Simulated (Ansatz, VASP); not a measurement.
# SiO2: VASP beside Ansatz

File INCAR:

```
SYSTEM = SiO2
  PREC = Accurate
  ENCUT = 520
  EDIFF = 1E-6
  ISMEAR = 0
  SIGMA = 0.05
  LREAL = .False.
  LASPH = .True.
  NELM = 80
  ALGO = Normal
  ISIF = 2
  LWAVE = .False.
  LCHARG = .True.
  GGA = CA
  LELF = .True.
  LVHAR = .True.
  NBANDS = 25
```

The input KPOINTS:

```
regular mesh
0
Gamma
  6 6 8
  0 0 0
```

The input POSCAR:

```
SiO2
1.0
    4.2798000000      0.0000000000      0.0000000000
    0.0000000000      4.2798000000      0.0000000000
    0.0000000000      0.0000000000      2.9168000000
Si O
2 4
Direct
    0.5000000000      0.5000000000      0.5000000000
    0.0000000000      0.0000000000      0.0000000000
    0.6944252994      0.6944252994      0.0000000000
    0.1944252994      0.8055747006      0.5000000000
    0.3055747006      0.3055747006      0.0000000000
    0.8055747006      0.1944252994      0.5000000000
```

Input for Ansatz:

```yaml
crystal:
  lattice:
    - [4.2798, 0.0, 0.0]
    - [0.0, 4.2798, 0.0]
    - [0.0, 0.0, 2.9168]
  atoms:
    - { symbol: Si, position: [0.5, 0.5, 0.5] }
    - { symbol: Si, position: [0.0, 0.0, 0.0] }
    - { symbol: O, position: [0.6944252994, 0.6944252994, 0.0] }
    - { symbol: O, position: [0.1944252994, 0.8055747006, 0.5] }
    - { symbol: O, position: [0.3055747006, 0.3055747006, 0.0] }
    - { symbol: O, position: [0.8055747006, 0.1944252994, 0.5] }
basis:
  ecutwfc: 520.0
kpoints:
  mp_grid: { grid: [6, 6, 8] }
hamiltonian:
  xc: lda
  pseudopotentials: { kind: paw, azcp: { folder: soft_1 } }
scf:
  occupations: { method: gaussian, width: 0.05 }
output:
  forces: true
  stress: true
  eigenvalues: true
```

Alike in both runs: task single point; functional LDA; k mesh 6 × 6 × 8; occupations gaussian, width 0.05 eV; no spin polarisation.

|  | VASP | Ansatz |
| --- | --- | --- |
| version | VASP 6.6.1 | Ansatz 0.2.0 |
| potentials or method | VASP PAW LDA potentials, release 64 (Si, O), cutoff 520 eV | scalar-relativistic, plane waves, PAW |
| valence electrons in the cell | 32 | 32 |

VASP gave:

```
gap on the k mesh at the Fermi level (eV) : 3.06
least direct gap on the mesh (eV)         : 3.06
rms of the force components (eV/Å)        : 0.082
```

Task: Which values does Ansatz return?

Result: gap on the k mesh at the Fermi level (eV): 3.06; least direct gap on the mesh (eV): 3.06; rms of the force components (eV/Å): 0.086.

Ansatz warns that its potentials were made for another functional, while VASP's fit it. LDA's correlation is that of Perdew and Zunger in VASP and of Perdew and Wang (1992) in Ansatz. Atom by atom the forces differ by 0.004 eV/Å (rms over components).
